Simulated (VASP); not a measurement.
**C: single point with PBEsol**

C:

```
C
1.0
     2.48936    0.00000    0.00000
    -1.24468    2.15585    0.00000
     0.00000    0.00000    4.22300
C
4
Direct
  0.33333 0.66667 0.99980
  0.66667 0.33333 0.49980
  0.33333 0.66667 0.37420
  0.66667 0.33333 0.87420
```

This cell differs from its parent crystal: strained cell.

```json
{"Program": "VASP 6.6.1", "Task": "single point", "Functional": "PBEsol", "Potentials or basis": "VASP PAW PBE potentials, release 64 (C_h)", "Cutoff": "1300 eV", "k mesh": "9 × 9 × 6", "Occupations": "gaussian, width 0.02 eV", "Spin": "no spin polarisation", "Dipole correction": "no", "Further INCAR settings": "ALGO = Normal; EDIFF = 1e-06; NBANDS = 16"}
```

```json
{
 "Pressure": "-3.0 GPa",
 "Band gap on the k mesh": "3.05 eV (least direct gap 4.78 eV)"
}
```

Stress tensor (GPa, compression positive):
```
  4.92   0.00   0.00
  0.00   4.92   0.00
  0.00   0.00 -18.81
```

Levels at points of the mesh, in eV from the valence-band top:
| k point | band 5 | band 6 | band 7 | band 8 | band 9 | band 10 | band 11 | band 12 |
| --- | --- | --- | --- | --- | --- | --- | --- | --- |
| (0.00, 0.00, 0.00) | -2.90 | -0.51 | 0.00 | 0.00 | 4.78 | 5.15 | 5.15 | 8.62 |
| (0.00, 0.00, 0.50) | -1.73 | -1.73 | -1.73 | -1.73 | 7.32 | 7.32 | 7.32 | 7.32 |

Wall time 27 s on 1 thread of AMD EPYC 9R45 96-Core Processor (Zen 5) (shared host), peak memory 0.18 GiB.

Caveat: the cell differs from its parent crystal (strained cell); the stress differs along the axes, from -19 to 5 GPa; the PAW data sets were made with another functional, which shifts forces and pressure a little. A k mesh can miss the band edges.
